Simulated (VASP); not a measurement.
# GaSb (F-43m) in VASP: notebook

Runs on GaSb. Level: PBE. Tasks: single point.

Everything below comes from runs of VASP 6.6.1. Logs are shortened: lines on timing, memory, paths and dates and some standing lists are left out, and cuts for length are marked.

### Step 1. The cell of the first run

It takes space group F-43m (No. 216, cubic). Conventional cell: a = 5.994 Å, b = 5.994 Å, c = 5.994 Å, α = 90.00°, β = 90.00°, γ = 90.00°. Ga (site symmetry -43m) has 4 Sb at 2.60 Å within 3.4 Å. Sb (site symmetry -43m) has 4 Ga at 2.60 Å within 3.4 Å.

### Step 2. Single point, PBE (volume scaled by 0.9405)

The input, INCAR:

```
SYSTEM = GaSb
PREC = Accurate
ENCUT = 520
EDIFF = 1E-7
ISMEAR = -1
SIGMA = 0.05
LREAL = .False.
LASPH = .True.
NELM = 100
ALGO = Normal
ISIF = 2
LWAVE = .False.
LCHARG = .False.
GGA = PE
NBANDS = 16
```

The input, KPOINTS:

```
regular mesh
0
Gamma
  9 9 9
  0 0 0
```

The input, POSCAR:

```
GaSb
1.0
    0.0000000000      2.9970851163      2.9970851163
    2.9970851163      0.0000000000      2.9970851163
    2.9970851163      2.9970851163      0.0000000000
Ga Sb
1 1
Direct
    0.0000000000      0.0000000000      0.0000000000
    0.7500000000      0.7500000000      0.7500000000
```

Potentials or basis: VASP PAW PBE potentials, release 64 (Ga_d, Sb).

Started as:

```sh
$ cat potpaw_PBE.64/Ga_d/POTCAR potpaw_PBE.64/Sb/POTCAR > POTCAR
$ mpirun -np 1 vasp_std > vasp.out
```

OUTCAR:

```text
SYSTEM = GaSb
   PREC = Accurate
   ENCUT = 520
   EDIFF = 1E-7
   ISMEAR = -1
   LREAL = .False.
   LASPH = .True.
   NELM = 100
   ISIF = 2
   GGA = PE

 ion  position               nearest neighbor table
   1  0.000  0.000  0.000-   2 2.60   2 2.60   2 2.60   2 2.60
   2  0.750  0.750  0.750-   1 2.60   1 2.60   1 2.60   1 2.60

  LATTYP: Found a face centered cubic cell.
 ALAT       =     5.9941702326

  Lattice vectors:

 A1 = (   0.0000000000,   2.9970851163,   2.9970851163)
 A2 = (   2.9970851163,   0.0000000000,   2.9970851163)
 A3 = (   2.9970851163,   2.9970851163,   0.0000000000)

Analysis of symmetry for initial positions (statically):
=====================================================================
 Subroutine PRICEL returns:
 Original cell was already a primitive cell.

 Routine SETGRP: Setting up the symmetry group for a
 face centered cubic supercell.

 Subroutine GETGRP returns: Found 24 space group operations
 (whereof 24 operations were pure point group operations)
 out of a pool of 48 trial point group operations.

The static configuration has the point symmetry T_d .

Analysis of symmetry for dynamics (positions and initial velocities):
=====================================================================
 Subroutine PRICEL returns:
 Original cell was already a primitive cell.

 Routine SETGRP: Setting up the symmetry group for a
 face centered cubic supercell.

 Subroutine GETGRP returns: Found 24 space group operations
 (whereof 24 operations were pure point group operations)
 out of a pool of 48 trial point group operations.

The dynamic configuration has the point symmetry T_d .

 Subroutine INISYM returns: Found 24 space group operations
 (whereof 24 operations are pure point group operations),
 and found     1 'primitive' translations

----------------------------------------------------------------------------------------

                                     Primitive cell

  volume of cell :      53.8427

  direct lattice vectors                    reciprocal lattice vectors
     0.000000000  2.997085116  2.997085116    -0.166828762  0.166828762  0.166828762
     2.997085116  0.000000000  2.997085116     0.166828762 -0.166828762  0.166828762
     2.997085116  2.997085116  0.000000000     0.166828762  0.166828762 -0.166828762

  length of vectors
     4.238518419  4.238518419  4.238518419     0.288955892  0.288955892  0.288955892

  position of ions in fractional coordinates (direct lattice)
     0.000000000  0.000000000  0.000000000
     0.750000000  0.750000000  0.750000000

  ion indices of the primitive-cell ions
   primitive index   ion index
                 1           1
                 2           2

----------------------------------------------------------------------------------------

 KPOINTS: regular mesh

Automatic generation of k-mesh.
 Grid dimensions read from file:
 generate k-points for:    9    9    9

 Generating k-lattice:

  Cartesian coordinates                     Fractional coordinates (reciprocal lattice)
    -0.018536529  0.018536529  0.018536529     0.111111111  0.000000000  0.000000000
     0.018536529 -0.018536529  0.018536529     0.000000000  0.111111111  0.000000000
     0.018536529  0.018536529 -0.018536529     0.000000000  0.000000000  0.111111111

  Length of vectors
     0.032106210  0.032106210  0.032106210

  Shift w.r.t. Gamma in fractional coordinates (k-lattice)
     0.000000000  0.000000000  0.000000000

 Subroutine IBZKPT returns following result:
 ===========================================

 Found     35 irreducible k-points:

 Following reciprocal coordinates:
            Coordinates               Weight
  0.000000  0.000000  0.000000      1.000000
  0.111111  0.000000  0.000000      8.000000
  0.222222  0.000000  0.000000      8.000000
  0.333333  0.000000  0.000000      8.000000
  0.444444  0.000000  0.000000      8.000000
  0.111111  0.111111  0.000000      6.000000
[... 16 lines left out ...]
 -0.333333  0.333333  0.000000     12.000000
  0.444444  0.444444  0.000000      6.000000
 [... further k-points ...]
   k-points           NKPTS =     35   k-points in BZ     NKDIM =     35   number of bands    NBANDS=     16
   number of dos      NEDOS =    301   number of ions     NIONS =      2
   total plane-waves  NPLWV =  32768
   dimension x,y,z NGX =    32 NGY =   32 NGZ =   32
   dimension x,y,z NGXF=    64 NGYF=   64 NGZF=   64
   ions per type =               1   1
   NGX,Y,Z   is equivalent  to a cutoff of  12.55, 12.55, 12.55 a.u.
   NGXF,Y,Z  is equivalent  to a cutoff of  25.10, 25.10, 25.10 a.u.
 SYSTEM =  GaSb
   PREC   = accura    normal or accurate (medium, high low for compatibility)
   ISTART =      0    job   : 0-new  1-cont  2-samecut
   ICHARG =      2    charge: 1-file 2-atom 10-const
   ISPIN  =      1    spin polarized calculation?
   LNONCOLLINEAR =      F non collinear calculations
   LSORBIT =      F    spin-orbit coupling
   LASPH  =      T    aspherical Exc in radial PAW
   ENCUT  =  520.0 eV  38.22 Ry    6.18 a.u.   7.88  7.88  7.88*2*pi/ulx,y,z
   NELM   =    100;   NELMIN=  2; NELMDL= -5     # of ELM steps
   EDIFF  = 0.1E-06   stopping-criterion for ELM
   LREAL  =      F    real-space projection
   EDIFFG = 0.1E-05   stopping-criterion for IOM
   NSW    =      0    number of steps for IOM
   IBRION =     -1    ionic relax: 0-MD 1-quasi-New 2-CG
   NFREE  =      0    steps in history (QN), initial steepest desc. (CG)
   ISIF   =      2    stress and relaxation
   ISYM   =      2    0-nonsym 1-usesym 2-fastsym
   POTIM  = 0.5000    time-step for ionic-motion
   TEBEG  =    0.0;   TEEND  =   0.0 temperature during run
   PSTRESS=    0.0 pullay stress
   NELECT =      18.0000    total number of electrons
   NUPDOWN=      -1.0000    fix difference up-down
   EMIN   =  10.00;   EMAX   =-10.00  energy-range for DOS
   EFERMI =   0.00;   METHOD = LEGACY
   ISMEAR =    -1;   SIGMA  =   0.05  broadening in eV -4-tet -1-fermi 0-gaus
   EFERMI_NEDOS =   21; number of points for ismear=-14 and -15
   IALGO  =     38    algorithm
   IMIX   =      4    mixing-type and parameters
     AMIX     =   0.40;   BMIX     =  1.00
     AMIX_MAG =   1.60;   BMIX_MAG =  1.00
  volume/ion in A,a.u.               =      26.92       181.67
  Fermi-wavevector in a.u.,A,eV,Ry     =   1.136205  2.147116 17.564593  1.290961
  Thomas-Fermi vector in A             =   2.272910
   LORBIT       =      0    0 simple, 1 ext, 2 COOP (PROOUT), +10 PAW based schemes
   GGA     = PE    functional components
   LHFCALC =     F    Hartree Fock is set to
   AEXX    =    0.0000 exact exchange contribution
   IVDW    =     0    specifies the selected vdW correction
   LEPSILON=     F    determine dielectric tensor
   LRPA    =     F    only Hartree local field effects (RPA)
 non-spin polarized calculation
  energy-cutoff  :      520.00
  volume of cell :       53.84
 maximum number of plane-waves:      1469
   NGX = 15   NGY = 15   NGZ = 15

 number of electron      18.0000008 magnetization

 Free energy of the ion-electron system (eV)
  ---------------------------------------------------
  ext. energy  EPLUGINS =         0.00000000
  ---------------------------------------------------
  free energy    TOTEN  =        -7.25915251 eV

  energy without entropy =       -7.25910909  energy(sigma->0) =       -7.25913080

 E-fermi :   5.7647     XC(G=0):  -9.3601

 val. band max:        5.5202632509   @ k =   0.0000   0.0000   0.0000
 cond. band min:       6.0043976591   @ k =   0.0000   0.0000   0.0000
 fundamental gap:      0.4841344082
 Fermi energy:         5.7647373971

 k-point     1 :       0.0000    0.0000    0.0000
  band No.  band energies     occupation
      1      -9.6486      2.00000
      2      -9.6486      2.00000
      3      -9.6486      2.00000
      4      -9.5887      2.00000
      5      -9.5887      2.00000
      6      -6.4010      2.00000
[... 8 lines left out ...]
     15      14.2283      0.00000
     16      14.2283      0.00000

 k-point     2 :       0.1111    0.0000    0.0000
  band No.  band energies     occupation
      1      -9.6530      2.00000
      2      -9.6468      2.00000
      3      -9.6468      2.00000
      4      -9.5889      2.00000
      5      -9.5889      2.00000
      6      -6.2644      2.00000
[... 8 lines left out ...]
     15      13.4515      0.00000
     16      13.4515      0.00000

 k-point     3 :       0.2222    0.0000    0.0000
  band No.  band energies     occupation
      1      -9.6638      2.00000
      2      -9.6425      2.00000
      3      -9.6425      2.00000
      4      -9.5892      2.00000
      5      -9.5892      2.00000
      6      -5.8689      2.00000
[... 8 lines left out ...]
     15      13.0868      0.00000
     16      13.0868      0.00000

 k-point     4 :       0.3333    0.0000    0.0000
  band No.  band energies     occupation
      1      -9.6757      2.00000
      2      -9.6381      2.00000
      3      -9.6381      2.00000
      4      -9.5891      2.00000
      5      -9.5891      2.00000
      6      -5.2777      2.00000
[... 8 lines left out ...]
     15      13.7172      0.00000
     16      13.7172      0.00000

 k-point     5 :       0.4444    0.0000    0.0000
  band No.  band energies     occupation
      1      -9.6833      2.00000
      2      -9.6357      2.00000
      3      -9.6357      2.00000
      4      -9.5885      2.00000
      5      -9.5885      2.00000
      6      -4.7142      2.00000
[... 8 lines left out ...]
     15      15.0990      0.00000
     16      15.0990      0.00000

 k-point     6 :       0.1111    0.1111    0.0000
  band No.  band energies     occupation
      1      -9.6563      2.00000
      2      -9.6451      2.00000
      3      -9.6451      2.00000
      4      -9.5900      2.00000
      5      -9.5881      2.00000
      6      -6.2185      2.00000
[... 8 lines left out ...]
     15      12.5216      0.00000
     16      14.3897      0.00000
[... 267 lines left out ...]
 k-point    21 :       0.4444    0.3333    0.0000
  band No.  band energies     occupation
      1      -9.6978      2.00000
      2      -9.6232      2.00000
      3      -9.6223      2.00000
      4      -9.6009      2.00000
      5      -9.5850      2.00000
      6      -4.3111      2.00000
[... 8 lines left out ...]
     15      16.3973      0.00000
     16      16.4835      0.00000

 k-point    22 :      -0.4444    0.3333    0.0000
  band No.  band energies     occupation
      1      -9.6980      2.00000
      2      -9.6247      2.00000
      3      -9.6221      2.00000
      4      -9.5987      2.00000
      5      -9.5864      2.00000
      6      -3.8713      2.00000
[... 8 lines left out ...]
     15      15.1065      0.00000
     16      17.5150      0.00000

 k-point    23 :      -0.3333    0.3333    0.0000
  band No.  band energies     occupation
      1      -9.6937      2.00000
      2      -9.6281      2.00000
      3      -9.6251      2.00000
      4      -9.5949      2.00000
      5      -9.5887      2.00000
      6      -3.9732      2.00000
[... 8 lines left out ...]
     15      13.6901      0.00000
     16      17.8091      0.00000

 k-point    24 :       0.4444    0.4444    0.0000
  band No.  band energies     occupation
      1      -9.7034      2.00000
      2      -9.6187      2.00000
      3      -9.6187      2.00000
      4      -9.6039      2.00000
      5      -9.5840      2.00000
      6      -3.9048      2.00000
[... 8 lines left out ...]
     15      16.8017      0.00000
     16      17.1767      0.00000

 [... further k-points ...]
[... 5 lines left out ...]
  --------------------------------------------------------------------------------------
  -------------------------------------------------------------------------------------
  Total        2.1273660      2.1273660      2.1273660      0.0000000      0.0000000     -0.0000000
  in kB       63.3031865     63.3031865     63.3031865      0.0000000      0.0000000     -0.0000000
  external PRESSURE =      63.3031865 kB  Pullay stress =       0.0000000 kB

 VOLUME and BASIS-vectors are now :
 -----------------------------------------------------------------------------
  energy-cutoff  :      520.00
  volume of cell :       53.84
      direct lattice vectors                 reciprocal lattice vectors
     0.000000000  2.997085116  2.997085116    -0.166828762  0.166828762  0.166828762
     2.997085116  0.000000000  2.997085116     0.166828762 -0.166828762  0.166828762
     2.997085116  2.997085116  0.000000000     0.166828762  0.166828762 -0.166828762

 POSITION                                       TOTAL-FORCE (eV/Angst)
 -----------------------------------------------------------------------------------
      0.00000      0.00000      0.00000        -0.000000     -0.000000     -0.000000
      4.49563      4.49563      4.49563         0.000000      0.000000      0.000000
 -----------------------------------------------------------------------------------
    total drift:                               -0.000002     -0.000002     -0.000002

  FREE ENERGIE OF THE ION-ELECTRON SYSTEM (eV)
  ---------------------------------------------------
  free  energy   TOTEN  =        -7.2591525141 eV

  energy  without entropy=       -7.2591090936  energy(sigma->0) =       -7.25913080
```

Run time: 30 s. Hardware: 1 thread of Intel Xeon Platinum 8375C at 2.90GHz (Ice Lake), shared host; peak memory 0.19 GiB.

Results:

| Property | Result |
| --- | --- |
| Free energy | -7.2592 eV |
| Pressure | 6.3 GPa |
| Band gap on the k mesh | 0.48 eV, direct |

Caveat: spin-orbit coupling is left out, which moves the levels of the heavy elements. A k mesh can miss the band edges.

### Step 3. Single point, PBE (volume scaled by 0.97)

The input, INCAR:

```
ALGO = Normal ; EDIFF = 1E-6
ENCUT = 520 ; GGA = PE
ISIF = 2 ; ISMEAR = -1
LASPH = True ; LCHARG = False
LREAL = False ; LWAVE = False
NBANDS = 16 ; NELM = 80
PREC = Accurate ; SIGMA = 0.05
```

The input, KPOINTS:

```
k-points
0
Gamma
  9 9 9
```

The input, POSCAR:

```
GaSb
1.0
    0.0000000000      3.0280988974      3.0280988974
    3.0280988974      0.0000000000      3.0280988974
    3.0280988974      3.0280988974      0.0000000000
Ga Sb
1 1
Direct
    0.0000000000      0.0000000000      0.0000000000
    0.7500000000      0.7500000000      0.7500000000
```

Potentials or basis: VASP PAW PBE potentials, release 64 (Ga_d, Sb).

Started as:

```sh
$ cat potpaw_PBE.64/Ga_d/POTCAR potpaw_PBE.64/Sb/POTCAR > POTCAR
$ mpirun -np 1 vasp_std > vasp.out
```

Run time: 24 s. Hardware: 1 thread of Intel Xeon Platinum 8375C at 2.90GHz (Ice Lake), shared host; peak memory 0.19 GiB.

Results (log left out):

```yaml
Free_energy: -7.3144 eV
Pressure: 4.2 GPa
Band_gap_on_the_k_mesh: 0.26 eV, direct
```

Levels at points of the mesh, in eV from the valence-band top:
| k point | band 5 | band 6 | band 7 | band 8 | band 9 | band 10 | band 11 | band 12 | band 13 | band 14 |
| --- | --- | --- | --- | --- | --- | --- | --- | --- | --- | --- |
| (0.00, 0.00, 0.00) | -15.04 | -11.69 | 0.00 | 0.00 | 0.00 | 0.26 | 2.77 | 2.77 | 2.77 | 5.83 |

Caveat: spin-orbit coupling is left out, which moves the levels of the heavy elements.

### Step 4. Single point, PBE (volume scaled by 1.03)

The input, INCAR:

```
PREC = Accurate
ENCUT = 520
EDIFF = 1E-6
ISMEAR = -1
SIGMA = 0.05
LREAL = False
LASPH = True
NELM = 100
ALGO = Normal
ISIF = 2
LWAVE = False
LCHARG = False
GGA = PE
NBANDS = 16
```

The input, KPOINTS:

```
Automatic mesh
0
Gamma
  9 9 9
```

The input, POSCAR:

```
GaSb
1.0
    0.0000000000      3.0892890986      3.0892890986
    3.0892890986      0.0000000000      3.0892890986
    3.0892890986      3.0892890986      0.0000000000
Ga Sb
1 1
Direct
    0.0000000000      0.0000000000      0.0000000000
    0.7500000000      0.7500000000      0.7500000000
```

Started as:

```sh
$ cat potpaw_PBE.64/Ga_d/POTCAR potpaw_PBE.64/Sb/POTCAR > POTCAR
$ mpirun -np 1 vasp_std > vasp.out
```

It took 24 s on 1 thread of Intel Xeon Platinum 8375C at 2.90GHz (Ice Lake), shared host; peak memory 0.19 GiB.

It converged, with:

```yaml
Free_energy: -7.3671 eV
Pressure: 0.9 GPa
Band_gap_on_the_k_mesh: zero (filled and empty bands touch)
```

Levels at points of the mesh, in eV from the Fermi level:
| k point | band 5 | band 6 | band 7 | band 8 | band 9 | band 10 | band 11 | band 12 | band 13 | band 14 |
| --- | --- | --- | --- | --- | --- | --- | --- | --- | --- | --- |
| (0.00, 0.00, 0.00) | -14.98 | -11.32 | -0.22 | -0.05 | -0.05 | -0.05 | 2.74 | 2.74 | 2.74 | 5.73 |

Caveat: spin-orbit coupling is left out, which moves the levels of the heavy elements.

### Step 5. Single point, PBE (volume scaled by 1.06)

The input, INCAR:

```
SYSTEM = GaSb
PREC     = Accurate       ! precision mode
ENCUT    = 520            ! plane-wave cutoff, eV
EDIFF    = 1E-6           ! SCF threshold, eV
ISMEAR   = -1             ! smearing method
SIGMA    = 0.05           ! smearing width, eV
LREAL    = .FALSE.        ! projectors in reciprocal space
LASPH    = .TRUE.         ! aspherical terms in the spheres
NELM     = 60             ! most SCF steps
ALGO     = Normal         ! electronic algorithm
ISIF     = 2              ! what is computed and relaxed
LWAVE    = .FALSE.        ! write WAVECAR
LCHARG   = .FALSE.        ! write CHGCAR
GGA      = PE             ! functional
NBANDS   = 16             ! bands
```

The input, KPOINTS:

```
regular mesh
0
G
  9 9 9
  0 0 0
```

The input, POSCAR:

```
GaSb
1.0
    0.0000000000      3.1189956238      3.1189956238
    3.1189956238      0.0000000000      3.1189956238
    3.1189956238      3.1189956238      0.0000000000
Ga Sb
1 1
Direct
    0.0000000000      0.0000000000      0.0000000000
    0.7500000000      0.7500000000      0.7500000000
```

Started as:

```sh
$ cat potpaw_PBE.64/Ga_d/POTCAR potpaw_PBE.64/Sb/POTCAR > POTCAR
$ mpirun -np 1 vasp_std > vasp.out
```

Wall time 40 s (1 thread of Intel Xeon Platinum 8375C at 2.90GHz (Ice Lake), shared host); peak memory 0.21 GiB.

The run converged. Its results:

```yaml
Free_energy: -7.3693 eV
Pressure: -0.4 GPa
Band_gap_on_the_k_mesh: zero (filled and empty bands touch)
```

Levels at points of the mesh, in eV from the Fermi level:
```tsv
k point	band 6	band 7	band 8	band 9	band 10	band 11	band 12	band 13
(0.00, 0.00, 0.00)	-11.13	-0.42	-0.05	-0.05	-0.05	2.74	2.74	2.74
```

Caveat: spin-orbit coupling is left out, which moves the levels of the heavy elements.

### Step 6. Summary

```csv
cell,gap on the mesh (eV),pressure (GPa)
"a = 4.239 Å, angles 60.0°, 2 atoms",0.48,6.3
"a = 4.282 Å, angles 60.0°, 2 atoms",0.26,4.2
"a = 4.369 Å, angles 60.0°, 2 atoms",none,0.9
"a = 4.411 Å, angles 60.0°, 2 atoms",none,-0.4
```

Alike in all rows: task single point; level PBE; potentials or basis VASP PAW PBE potentials, release 64 (Ga_d, Sb); no spin polarisation; k mesh 9 × 9 × 9; cutoff (eV) 520; smearing fermi-dirac 0.05 eV.

Caveats: spin-orbit coupling is left out, which moves the levels of the heavy elements.

Absolute energies hang on the potentials; compare differences alone.
